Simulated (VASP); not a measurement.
NiO: single point with PBE exchange alone

The system is NiO.

```
Ni O
1.0
     0.00000    2.05771    2.05771
     2.05771    0.00000    2.05771
     2.05771    2.05771    0.00000
Ni O
1 1
Direct
  0.00000 0.00000 0.00000
  0.50000 0.50000 0.50000
```

```yaml
Program: VASP 6.6.1
Task: single point
Functional: PBE exchange alone
Potentials_or_basis: VASP PAW PBE potentials, release 64 (Ni, O)
Cutoff: 520 eV
k_mesh: 11 × 11 × 11
Occupations: fermi-dirac, width 0.05 eV
Spin: collinear spin, ferromagnetic start
Starting_moments: "[1.0, 0.0] μB"
Dipole_correction: no
Further_INCAR_settings: ALGO = Normal; EDIFF = 1e-06; NBANDS = 19
```

The pressure is 43.8 GPa, the net moment is 1.81 μB per cell and the site moments are Ni +1.49; O +0.28 μB. The valence electrons inside the program's atomic spheres are Ni 9.07; O 5.04.

Levels at points of the mesh, in eV from the Fermi level:
Spin up:
| k point | band 6 | band 7 | band 8 | band 9 | band 10 | band 11 | band 12 | band 13 |
| --- | --- | --- | --- | --- | --- | --- | --- | --- |
| (0.00, 0.00, 0.00) | -3.25 | -2.97 | -2.97 | -2.97 | 1.96 | 18.64 | 19.47 | 19.47 |
Spin down:
```tsv
k point	band 3	band 4	band 5	band 6	band 7	band 8	band 9	band 10	band 11	band 12
(0.00, 0.00, 0.00)	-2.62	-2.62	-2.03	-2.03	-2.03	-0.55	-0.55	2.39	18.55	19.73
```

It took 68 s on 1 thread of Intel Xeon 8259CL, on a shared host, peak memory 0.17 GiB.

Caveat: the cell stands under pressure; a cell with one magnetic atom can't hold antiferromagnetic order, which such compounds often take; semilocal functionals often make such compounds metallic where correlation or magnetic order opens a gap, which also shifts bond lengths.
